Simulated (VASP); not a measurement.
Here is a VASP 6.6.1 calculation.

File INCAR:

```
PREC = Accurate
ENCUT = 500
EDIFF = 1E-6
ISMEAR = -1
SIGMA = 0.01
LREAL = F
LASPH = T
NELM = 120
ALGO = Normal
ISIF = 2
LWAVE = F
LCHARG = F
GGA = CA
NBANDS = 15
GGA_COMPAT = F
```

The input KPOINTS:

```
regular mesh
0
Gamma
  7 7 7
```

File POSCAR:

```
CsI
1.0
    4.5514266418      0.0000000000      0.0000000000
    0.0000000000      4.5514266418      0.0000000000
    0.0000000000      0.0000000000      4.5514266418
Cs I
1 1
Direct
    0.0000000000      0.0000000000      0.0000000000
    0.5000000000      0.5000000000      0.5000000000
```

Potentials or basis: VASP PAW LDA potentials, release 64 (Cs_sv, I).

Run with:

```console
$ cat potpaw_LDA.64/Cs_sv/POTCAR potpaw_LDA.64/I/POTCAR > POTCAR
$ mpirun -np 1 vasp_std > vasp.out
```

(1) What does it give for the band gap on the k mesh?

(2) Predict the pressure.

Results:

(1) 3.60 eV, indirect (least direct gap 3.66 eV).

(2) -1.3 GPa.

Caveat: spin-orbit coupling is left out, which moves the levels of the heavy elements.
